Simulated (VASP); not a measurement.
Here is a VASP 6.6.1 calculation.

Contents of POSCAR:

```
C
1.0
    0.0000000000      1.7801241425      1.7445216597
    1.7801241425      0.0000000000      1.7445216597
    1.7801241425      1.7801241425      0.0000000000
C
2
Direct
    0.0000000000      0.0000000000      0.0000000000
    0.2500000000      0.2500000000      0.2500000000
```

Contents of INCAR.step1:

```
SYSTEM = C
PREC = Accurate
ENCUT = 910
ISMEAR = 0
SIGMA = 0.01
LREAL = .False.
LASPH = .True.
NELM = 120
NBANDS = 11
GGA = PE
ALGO = Normal
EDIFF = 1E-5
LWAVE = .True.
LCHARG = .False.
GGA_COMPAT = .False.
```

INCAR.step2

```
SYSTEM = C
PREC = Accurate
ENCUT = 910
EDIFF = 1E-6
ISMEAR = 0
SIGMA = 0.01
LREAL = .False.
LASPH = .True.
NELM = 120
ALGO = Normal
ISIF = 2
LWAVE = .False.
LCHARG = .False.
METAGGA = R2SCAN
LMIXTAU = .True.
NBANDS = 11
ISTART = 1
GGA_COMPAT = .False.
```

KPOINTS

```
regular mesh
0
Gamma
  12 12 12
  0 0 0
```

Potentials or basis: VASP PAW PBE potentials, release 64 (C_h).

Launch:

```bash
$ cat potpaw_PBE.64/C_h/POTCAR > POTCAR
$ cp INCAR.step1 INCAR
$ mpirun -np 1 vasp_std > vasp.out
$ cp INCAR.step2 INCAR
$ mpirun -np 1 vasp_std > vasp.out
```

Task: What does it give for the pressure?

Result: 8.6 GPa.

Task: Estimate the band gap on the k mesh.

Result: 3.89 eV, indirect (least direct gap 5.56 eV).

Stress tensor (GPa, compression positive):
```
 1.90  0.00  0.00
 0.00  1.90  0.00
 0.00  0.00 22.00
```

Caveat: the cell differs from its parent crystal (uniaxial z strain -2.0%); the cutoff is under 1.25 times the usual one of these potentials, so pressure, stress and relaxed cells hold a basis-set (Pulay) error; the PAW data sets were made with another functional, which shifts forces and pressure a little. A k mesh can miss the band edges.
